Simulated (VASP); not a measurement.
# PbS: single point with r2SCAN

The system is PbS.

```xyz
2
Lattice="2.2106 1.2763 3.1748 -2.2106 1.2763 3.1748 0.0000 -2.5525 3.1748" Properties=species:S:1:pos:R:3 pbc="T T T"
Pb    0.0000    0.0000    9.3163
S     0.0000    0.0000    4.5474
```

| Quantity | Value |
| --- | --- |
| Program | VASP 6.6.1 |
| Task | single point |
| Functional | r2SCAN |
| Potentials or basis | VASP PAW PBE potentials, release 64 (Pb_d, S) |
| Cutoff | 520 eV |
| k mesh | 9 × 9 × 9 |
| Occupations | gaussian, width 0.05 eV |
| Spin | no spin polarisation |
| Dipole correction | no |
| Further INCAR settings | ALGO = Normal; EDIFF = 1e-07; NBANDS = 17 |

| Item | Value |
| --- | --- |
| Pressure | -0.8 GPa |
| Largest force | 0.004 eV/Å |

Forces in eV/Å, atoms in the order of the input:
```
Pb   0.000  0.000 -0.004
S    0.000  0.000  0.004
```

Stress tensor (GPa, compression positive):
```
-2.27  0.00  0.00
 0.00 -2.27  0.00
 0.00  0.00  2.00
```

Levels at points of the mesh, in eV from the Fermi level:
```
           k point  band 8  band 9  band 10  band 11  band 12  band 13
(0.00, 0.00, 0.00)   -2.48   -2.48    -1.68     5.21     5.51     5.51
```

Run time: 2.2 min on 1 thread of Intel(R) Xeon(R) 6975P-C (Granite Rapids), on a shared host, peak memory 0.22 GiB.

Caveat: this odd mesh misses L, where the gap lies, so gap, dielectric constants and Born charges aren't listed; the PAW data sets were made with another functional, which shifts forces and pressure a little; spin-orbit coupling is left out, which moves the levels of the heavy elements.
